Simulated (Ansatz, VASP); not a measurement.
## One calculation of MnF2, two programs

The input INCAR:

```
SYSTEM = MnF2
PREC = Accurate ; ENCUT = 520
EDIFF = 1E-6 ; ISMEAR = -1
SIGMA = 0.05 ; LREAL = .False.
LASPH = .True. ; NELM = 150
ALGO = Normal ; ISIF = 2
LWAVE = .False. ; LCHARG = .False.
ISPIN = 2 ; MAGMOM = 1 1 0 0 0 0
LORBIT = 11 ; NUPDOWN = 2.0
LMAXMIX = 4 ; GGA = PE
NBANDS = 40
```

KPOINTS

```
regular mesh
0
Gamma
  5 5 7
  0 0 0
```

POSCAR

```
MnF2
1.0
    4.8738000000      0.0000000000      0.0000000000
    0.0000000000      4.8738000000      0.0000000000
    0.0000000000      0.0000000000      3.3107000000
Mn F
2 4
Direct
    0.5000000000      0.5000000000      0.5000000000
    0.0000000000      0.0000000000      0.0000000000
    0.8053000000      0.1947000000      0.5000000000
    0.6947000000      0.6947000000      0.0000000000
    0.1947000000      0.8053000000      0.5000000000
    0.3053000000      0.3053000000      0.0000000000
```

File input.yaml:

```yaml
crystal:
  lattice:
    - [4.8738, 0.0, 0.0]
    - [0.0, 4.8738, 0.0]
    - [0.0, 0.0, 3.3107]
  atoms:
    - { symbol: Mn, position: [0.5, 0.5, 0.5], spin: 1.0 }
    - { symbol: Mn, position: [0.0, 0.0, 0.0], spin: 1.0 }
    - { symbol: F, position: [0.8053, 0.1947, 0.5] }
    - { symbol: F, position: [0.6947, 0.6947, 0.0] }
    - { symbol: F, position: [0.1947, 0.8053, 0.5] }
    - { symbol: F, position: [0.3053, 0.3053, 0.0] }
hamiltonian:
  xc: pbe
  pseudopotentials: { kind: paw }
magnetization:
  spin_polarized: true
  initial_magnetization: 2.0
  spin_locking: { lock_magnetization: hard }
kpoints:
  mp_grid: { grid: [5, 5, 7] }
scf:
  occupations: { method: fermi_dirac, width: 0.05 }
  lower_state_search: "off"
output:
  forces: true
  stress: true
  eigenvalues: true
  write_density: true
  write_potential: true
  elf: true
  volumetric_format: npy
```

Alike in both runs: task single point; functional PBE; k mesh 5 × 5 × 7; occupations fermi-dirac, width 0.05 eV; collinear spin; fixed moment 2 μB.

|  | VASP | Ansatz |
| --- | --- | --- |
| version | VASP 6.6.1 | Ansatz 0.2.0 |
| potentials or method | VASP PAW PBE potentials, release 64 (Mn_pv, F) | Ansatz PAW |
| plane-wave cutoff (eV) | 520 | 420 |
| valence electrons in the cell | 54 | 58 |

```csv
,VASP,Ansatz,Ansatz less VASP
pressure (GPa),-11.6,-11.5,+0.11
"traceless stress, the component that is largest in VASP (GPa)",-3.94,-4.07,-0.127
rms of the force components (eV/Å),0.101,0.106,+0.0047
net moment per atom (μB),0.33,0.33,0.000
size of the moment on the site where the two differ most (μB),0.95,0.86,-0.093
```

Site moments also hang on the region over which each program counts them. Atom by atom the forces differ by 0.005 eV/Å (rms over components). VASP's potentials hold 54 valence electrons a cell and Ansatz's 58, so a difference there can come from the potentials and not from the codes.
